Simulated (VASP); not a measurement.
Write the native input for VASP 6.6.1 that does the following.

```yaml
Task: single point
Functional: PBE
Dispersion: D3(BJ)
Potentials_or_basis: VASP PAW PBE potentials, release 64 (Mo_sv, Te)
Cutoff: 520 eV
k_mesh: 6 × 4 × 2
Occupations: gaussian, width 0.1 eV
Spin: no spin polarisation
Dipole_correction: no
Further_INCAR_settings: ALGO = Fast; EDIFF = 1e-06; NBANDS = 64
```

The structure of Te2Mo lies in POSCAR:

```
Te2Mo
1.0
    3.4582000000      0.0000000000      0.0000000000
    0.0000000000      6.3043000000      0.0000000000
    0.0000000000      0.0000000000     13.8590000000
Mo Te
4 8
Direct
    0.0000000000      0.0297000000      0.7384000000
    0.5000000000      0.9703000000      0.2384000000
    0.0000000000      0.6062000000      0.2240000000
    0.5000000000      0.3938000000      0.7240000000
    0.0000000000      0.2163000000      0.1269000000
    0.5000000000      0.7837000000      0.6269000000
    0.0000000000      0.6401000000      0.8363000000
    0.5000000000      0.3599000000      0.3363000000
    0.5000000000      0.1374000000      0.8783000000
    0.0000000000      0.8626000000      0.3783000000
    0.5000000000      0.7090000000      0.0827000000
    0.0000000000      0.2910000000      0.5827000000
```

These files were run (other wordings do the same):

INCAR

```
PREC     = Accurate       # precision mode
ENCUT    = 520            # plane-wave cutoff, eV
EDIFF    = 1E-6           # SCF threshold, eV
ISMEAR   = 0              # smearing method
SIGMA    = 0.1            # smearing width, eV
LREAL    = False          # projectors in reciprocal space
LASPH    = True           # aspherical terms in the spheres
NELM     = 100            # most SCF steps
ALGO     = Fast           # electronic algorithm
ISIF     = 2              # what is computed and relaxed
LWAVE    = False          # write WAVECAR
LCHARG   = False          # write CHGCAR
GGA      = PE             # functional
IVDW     = 12             # dispersion correction
NBANDS   = 64             # bands
```

KPOINTS

```
Automatic mesh
0
Gamma
  6 4 2
```

Potentials or basis: VASP PAW PBE potentials, release 64 (Mo_sv, Te).

The run is started by

```bash
$ cat potpaw_PBE.64/Mo_sv/POTCAR potpaw_PBE.64/Te/POTCAR > POTCAR
$ mpirun -np 1 vasp_std > vasp.out
```

Results of the run:

```json
{
  "Pressure": "0.0 GPa",
  "Largest force": "0.444 eV/Å",
  "Band gap on the k mesh": "zero (bands 52 and 53 overlap by 0.17 eV)",
  "Dispersion energy per atom": "-0.532 eV"
}
```

Caveat: spin-orbit coupling is left out, which moves the levels of the heavy elements.

Run time: 7.7 min on 1 thread of Intel(R) Xeon(R) 6975P-C (Granite Rapids), on a shared host, peak memory 0.59 GiB.
